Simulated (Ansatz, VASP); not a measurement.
## BN: VASP beside Ansatz

The input INCAR:

```
SYSTEM = BN
ALGO = Normal
EDIFF = 1E-6
ENCUT = 520
GGA = PE
ISIF = 2
ISMEAR = -1
LASPH = .True.
LCHARG = .False.
LREAL = .False.
LWAVE = .False.
NBANDS = 11
NELM = 100
PREC = Accurate
SIGMA = 0.02
```

The input KPOINTS:

```
k-points
0
Gamma
  12 12 12
  0 0 0
```

File POSCAR:

```
BN
1.0
   -0.0383525408      1.8048254497      1.8048254497
    1.8048254497     -0.0383525408      1.8048254497
    1.7664729089      1.7664729089      0.0000000000
B N
1 1
Direct
   -0.0001979871     -0.0001979871      0.0001979871
    0.2501979871      0.2501979871      0.2498020129
```

Input for Ansatz:

```yaml
crystal:
  lattice:
    - [-0.0383525408, 1.8048254497, 1.8048254497]
    - [1.8048254497, -0.0383525408, 1.8048254497]
    - [1.7664729089, 1.7664729089, 0.0]
  atoms:
    - { symbol: B, position: [-0.0001979871, -0.0001979871, 0.0001979871] }
    - { symbol: "N", position: [0.2501979871, 0.2501979871, 0.2498020129] }
kpoints:
  mp_grid: { grid: [12, 12, 12] }
  band_path:
    path:
      - [0.0, 0.0, 0.0]
      - [-0.5, -0.5, 0.0]
      - [-0.375, -0.375, 0.25]
      - [-0.375, 0.0, 0.375]
      - [0.0, 0.0, 0.5]
      - [-0.5, -0.25, 0.25]
    npoints: 1
hamiltonian:
  xc: pbe
scf:
  occupations: { method: fermi_dirac, width: 0.02 }
  n_extra_bands: 4
output:
  forces: true
  stress: true
  eigenvalues: true
```

Change from the starting cell: shear_xy strain -4.2%.

Alike in both runs: task single point; functional PBE; k mesh 12 × 12 × 12; occupations fermi-dirac, width 0.02 eV; no spin polarisation.

```csv
,VASP,Ansatz
version,VASP 6.6.1,Ansatz 0.2.0
potentials or method,"VASP PAW PBE potentials, release 64 (B, N)","plane waves, PAW"
plane-wave cutoff (eV),520,420
valence electrons in the cell,8,8
```

|  | VASP | Ansatz | Ansatz less VASP |
| --- | --- | --- | --- |
| gap on the k mesh at the Fermi level (eV) | 4.25 | 4.26 | +0.011 |
| pressure (GPa) | 5.8 | 5.5 | -0.29 |
| traceless stress, the component that is largest in VASP (GPa) | 19.57 | 19.43 | -0.142 |
| rms of the force components (eV/Å) | 0.032 | 0.028 | -0.0044 |

Atom by atom the forces differ by 0.004 eV/Å (rms over components). With one functional, cell and mesh, what is left measures potentials, basis and numerics.
